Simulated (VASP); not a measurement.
# Al (Fm-3m) in VASP: single point with PBE

Aim: the single point of Al with PBE.

All numbers are computed with VASP 6.6.1; they aren't measurements. Logs are shortened: lines on timing, memory, paths and dates and some standing lists are left out, and cuts for length are marked.

## 1. The cell of the first run

It takes space group Fm-3m (No. 225, cubic). The conventional cell has a = 4.081 Å, b = 4.081 Å, c = 4.081 Å, α = 90.00°, β = 90.00°, γ = 90.00°. Within 3.8 Å of Al (site symmetry m-3m) lie 12 Al at 2.89 Å.

## 2. Single point, PBE

INCAR reads:

```
SYSTEM = Al
PREC     = Accurate       ! precision mode
ENCUT    = 520            ! plane-wave cutoff, eV
EDIFF    = 1E-7           ! SCF threshold, eV
ISMEAR   = 0              ! smearing method
SIGMA    = 0.1            ! smearing width, eV
LREAL    = .FALSE.        ! projectors in reciprocal space
LASPH    = .TRUE.         ! aspherical terms in the spheres
NELM     = 80             ! most SCF steps
ALGO     = Fast           ! electronic algorithm
ISIF     = 2              ! what is computed and relaxed
LWAVE    = .FALSE.        ! write WAVECAR
LCHARG   = .FALSE.        ! write CHGCAR
GGA      = PE             ! functional
NBANDS   = 8              ! bands
```

KPOINTS reads:

```
Automatic mesh
0
G
  8 8 8
  0 0 0
```

POSCAR reads:

```
Al
1.0
    0.0000000000      2.0403982283      2.0403982283
    2.0403982283      0.0000000000      2.0403982283
    2.0403982283      2.0403982283      0.0000000000
Al
1
Direct
    0.0000000000      0.0000000000      0.0000000000
```

Potentials or basis: VASP PAW PBE potentials, release 64 (Al).

Command:

```
$ cat potpaw_PBE.64/Al/POTCAR > POTCAR
$ mpirun -np 1 vasp_std > vasp.out
```

OUTCAR:

```text
SYSTEM = Al
   PREC = Accurate
   ENCUT = 520
   EDIFF = 1E-7
   ISMEAR = 0
   LREAL = .FALSE.
   LASPH = .TRUE.
   NELM = 80
   ISIF = 2
   GGA = PE

 ion  position               nearest neighbor table
   1  0.000  0.000  0.000-

  LATTYP: Found a face centered cubic cell.
 ALAT       =     4.0807964566

  Lattice vectors:

 A1 = (   0.0000000000,   2.0403982283,   2.0403982283)
 A2 = (   2.0403982283,   0.0000000000,   2.0403982283)
 A3 = (   2.0403982283,   2.0403982283,   0.0000000000)

Analysis of symmetry for initial positions (statically):
=====================================================================
 Subroutine PRICEL returns:
 Original cell was already a primitive cell.

 Routine SETGRP: Setting up the symmetry group for a
 face centered cubic supercell.

 Subroutine GETGRP returns: Found 48 space group operations
 (whereof 48 operations were pure point group operations)
 out of a pool of 48 trial point group operations.

The static configuration has the point symmetry O_h .

Analysis of symmetry for dynamics (positions and initial velocities):
=====================================================================
 Subroutine PRICEL returns:
 Original cell was already a primitive cell.

 Routine SETGRP: Setting up the symmetry group for a
 face centered cubic supercell.

 Subroutine GETGRP returns: Found 48 space group operations
 (whereof 48 operations were pure point group operations)
 out of a pool of 48 trial point group operations.

The dynamic configuration has the point symmetry O_h .

 Subroutine INISYM returns: Found 48 space group operations
 (whereof 48 operations are pure point group operations),
 and found     1 'primitive' translations

----------------------------------------------------------------------------------------

                                     Primitive cell

  volume of cell :      16.9893

  direct lattice vectors                    reciprocal lattice vectors
     0.000000000  2.040398228  2.040398228    -0.245050203  0.245050203  0.245050203
     2.040398228  0.000000000  2.040398228     0.245050203 -0.245050203  0.245050203
     2.040398228  2.040398228  0.000000000     0.245050203  0.245050203 -0.245050203

  length of vectors
     2.885558847  2.885558847  2.885558847     0.424439402  0.424439402  0.424439402

  position of ions in fractional coordinates (direct lattice)
     0.000000000  0.000000000  0.000000000

  ion indices of the primitive-cell ions
   primitive index   ion index
                 1           1

----------------------------------------------------------------------------------------

 KPOINTS: Automatic mesh

Automatic generation of k-mesh.
 Grid dimensions read from file:
 generate k-points for:    8    8    8

 Generating k-lattice:

  Cartesian coordinates                     Fractional coordinates (reciprocal lattice)
    -0.030631275  0.030631275  0.030631275     0.125000000  0.000000000  0.000000000
     0.030631275 -0.030631275  0.030631275     0.000000000  0.125000000  0.000000000
     0.030631275  0.030631275 -0.030631275     0.000000000  0.000000000  0.125000000

  Length of vectors
     0.053054925  0.053054925  0.053054925

  Shift w.r.t. Gamma in fractional coordinates (k-lattice)
     0.000000000  0.000000000  0.000000000

 Subroutine IBZKPT returns following result:
 ===========================================

 Found     29 irreducible k-points:

 Following reciprocal coordinates:
            Coordinates               Weight
  0.000000  0.000000  0.000000      1.000000
  0.125000  0.000000  0.000000      8.000000
  0.250000  0.000000  0.000000      8.000000
  0.375000  0.000000  0.000000      8.000000
  0.500000  0.000000  0.000000      4.000000
  0.125000  0.125000  0.000000      6.000000
[... 16 lines left out ...]
  0.500000  0.250000  0.125000     48.000000
 -0.375000  0.250000  0.125000     24.000000
 [... further k-points ...]
   k-points           NKPTS =     29   k-points in BZ     NKDIM =     29   number of bands    NBANDS=      8
   number of dos      NEDOS =    301   number of ions     NIONS =      1
   total plane-waves  NPLWV =  13824
   dimension x,y,z NGX =    24 NGY =   24 NGZ =   24
   dimension x,y,z NGXF=    48 NGYF=   48 NGZF=   48
   ions per type =               1
   NGX,Y,Z   is equivalent  to a cutoff of  13.83, 13.83, 13.83 a.u.
   NGXF,Y,Z  is equivalent  to a cutoff of  27.65, 27.65, 27.65 a.u.
 SYSTEM =  Al
   PREC   = accura    normal or accurate (medium, high low for compatibility)
   ISTART =      0    job   : 0-new  1-cont  2-samecut
   ICHARG =      2    charge: 1-file 2-atom 10-const
   ISPIN  =      1    spin polarized calculation?
   LNONCOLLINEAR =      F non collinear calculations
   LSORBIT =      F    spin-orbit coupling
   LASPH  =      T    aspherical Exc in radial PAW
   ENCUT  =  520.0 eV  38.22 Ry    6.18 a.u.   5.37  5.37  5.37*2*pi/ulx,y,z
   NELM   =     80;   NELMIN=  2; NELMDL= -5     # of ELM steps
   EDIFF  = 0.1E-06   stopping-criterion for ELM
   LREAL  =      F    real-space projection
   EDIFFG = 0.1E-05   stopping-criterion for IOM
   NSW    =      0    number of steps for IOM
   IBRION =     -1    ionic relax: 0-MD 1-quasi-New 2-CG
   NFREE  =      0    steps in history (QN), initial steepest desc. (CG)
   ISIF   =      2    stress and relaxation
   ISYM   =      2    0-nonsym 1-usesym 2-fastsym
   POTIM  = 0.5000    time-step for ionic-motion
   TEBEG  =    0.0;   TEEND  =   0.0 temperature during run
   PSTRESS=    0.0 pullay stress
   NELECT =       3.0000    total number of electrons
   NUPDOWN=      -1.0000    fix difference up-down
   EMIN   =  10.00;   EMAX   =-10.00  energy-range for DOS
   EFERMI =   0.00;   METHOD = LEGACY
   ISMEAR =     0;   SIGMA  =   0.10  broadening in eV -4-tet -1-fermi 0-gaus
   EFERMI_NEDOS =   21; number of points for ismear=-14 and -15
   IALGO  =     68    algorithm
   IMIX   =      4    mixing-type and parameters
     AMIX     =   0.40;   BMIX     =  1.00
     AMIX_MAG =   1.60;   BMIX_MAG =  1.00
  volume/ion in A,a.u.               =      16.99       114.65
  Fermi-wavevector in a.u.,A,eV,Ry     =   0.918453  1.735625 11.477277  0.843556
  Thomas-Fermi vector in A             =   2.043536
   LORBIT       =      0    0 simple, 1 ext, 2 COOP (PROOUT), +10 PAW based schemes
   GGA     = PE    functional components
   LHFCALC =     F    Hartree Fock is set to
   AEXX    =    0.0000 exact exchange contribution
   IVDW    =     0    specifies the selected vdW correction
   LEPSILON=     F    determine dielectric tensor
   LRPA    =     F    only Hartree local field effects (RPA)
 non-spin polarized calculation
 RMM-DIIS sequential band-by-band and
 Gauss-broadening in eV      SIGMA  =   0.10
  energy-cutoff  :      520.00
  volume of cell :       16.99
 maximum number of plane-waves:       471
 NGX is ok and might be reduce to    24
   NGX = 11   NGY = 11   NGZ = 11

 number of electron       3.0000000 magnetization

 Free energy of the ion-electron system (eV)
  ---------------------------------------------------
  ext. energy  EPLUGINS =         0.00000000
  ---------------------------------------------------
  free energy    TOTEN  =        -3.73819135 eV

  energy without entropy =       -3.73512540  energy(sigma->0) =       -3.73665837

 E-fermi :   7.7610     XC(G=0): -10.0903

 val. band max:        7.4031751230   @ k =  -0.2500   0.3750   0.1250
 cond. band min:       7.8360501420   @ k =   0.5000   0.2500   0.1250
 fundamental gap:      0.4328750190
 Fermi energy:         7.7609920265

 k-point     1 :       0.0000    0.0000    0.0000
  band No.  band energies     occupation
      1      -3.2343      2.00000
      2      20.1585      0.00000
      3      20.1585      0.00000
      4      20.1585      0.00000
      5      21.4323      0.00000
      6      21.4323      0.00000
      7      21.4323      0.00000
      8      23.9570      0.00000

 k-point     2 :       0.1250    0.0000    0.0000
  band No.  band energies     occupation
      1      -2.8181      2.00000
      2      15.8759      0.00000
      3      19.1661      0.00000
      4      19.1661      0.00000
      5      22.1194      0.00000
      6      22.9975      0.00000
      7      22.9975      0.00000
      8      25.0977      0.00000

 k-point     3 :       0.2500    0.0000    0.0000
  band No.  band energies     occupation
      1      -1.5767      2.00000
      2      11.0800      0.00000
      3      18.3958      0.00000
      4      18.3958      0.00000
      5      21.7817      0.00000
      6      22.1806      0.00000
      7      22.1806      0.00000
      8      26.1226      0.00000

 k-point     4 :       0.3750    0.0000    0.0000
  band No.  band energies     occupation
      1       0.4695      2.00000
      2       6.8465      2.00000
      3      18.2994      0.00000
      4      18.2994      0.00000
      5      20.2306      0.00000
      6      20.2306      0.00000
      7      21.8597      0.00000
      8      24.0885      0.00000

 k-point     5 :       0.5000    0.0000    0.0000
  band No.  band energies     occupation
      1       3.2225      2.00000
      2       3.3593      2.00000
      3      18.8029      0.00000
      4      18.8029      0.00000
      5      19.0261      0.00000
      6      19.0261      0.00000
      7      22.6079      0.00000
      8      22.6377      0.00000
[... 177 lines left out ...]
 k-point    22 :       0.3750    0.2500    0.1250
  band No.  band energies     occupation
      1      -0.4821      2.00000
      2      11.5055      0.00000
      3      12.8295      0.00000
      4      16.3049      0.00000
      5      19.6539      0.00000
      6      21.3024      0.00000
      7      24.3409      0.00000
      8      27.6091      0.00000

 k-point    23 :       0.5000    0.2500    0.1250
  band No.  band energies     occupation
      1       1.5478      2.00000
      2       7.8361      0.28847
      3      12.1853      0.00000
      4      14.1969      0.00000
      5      20.2361      0.00000
      6      22.2843      0.00000
      7      24.3715      0.00000
      8      28.2733      0.00000

 k-point    24 :      -0.3750    0.2500    0.1250
  band No.  band energies     occupation
      1       4.2506      2.00000
      2       4.4355      2.00000
      3      12.6174      0.00000
      4      12.9818      0.00000
      5      20.7254      0.00000
      6      21.1977      0.00000
      7      27.5961      0.00000
      8      27.9323      0.00000

 [... further k-points ...]
[... 5 lines left out ...]
  --------------------------------------------------------------------------------------
  -------------------------------------------------------------------------------------
  Total       -0.2343902     -0.2343902     -0.2343902      0.0000000     -0.0000000     -0.0000000
  in kB      -22.1042211    -22.1042211    -22.1042211      0.0000000     -0.0000000     -0.0000000
  external PRESSURE =     -22.1042211 kB  Pullay stress =       0.0000000 kB

 VOLUME and BASIS-vectors are now :
 -----------------------------------------------------------------------------
  energy-cutoff  :      520.00
  volume of cell :       16.99
      direct lattice vectors                 reciprocal lattice vectors
     0.000000000  2.040398228  2.040398228    -0.245050203  0.245050203  0.245050203
     2.040398228  0.000000000  2.040398228     0.245050203 -0.245050203  0.245050203
     2.040398228  2.040398228  0.000000000     0.245050203  0.245050203 -0.245050203

 POSITION                                       TOTAL-FORCE (eV/Angst)
 -----------------------------------------------------------------------------------
      0.00000      0.00000      0.00000         0.000000     -0.000000      0.000000
 -----------------------------------------------------------------------------------
    total drift:                                0.000000     -0.000000     -0.000000

  FREE ENERGIE OF THE ION-ELECTRON SYSTEM (eV)
  ---------------------------------------------------
  free  energy   TOTEN  =        -3.7381913501 eV

  energy  without entropy=       -3.7351253998  energy(sigma->0) =       -3.73665837
```

It took 5.6 s on 1 thread of AMD EPYC 7R43 (Zen 3), shared host; peak memory 0.1 GiB.

Results:

| Property | Result |
| --- | --- |
| Free energy | -3.7382 eV |
| Pressure | -2.2 GPa |
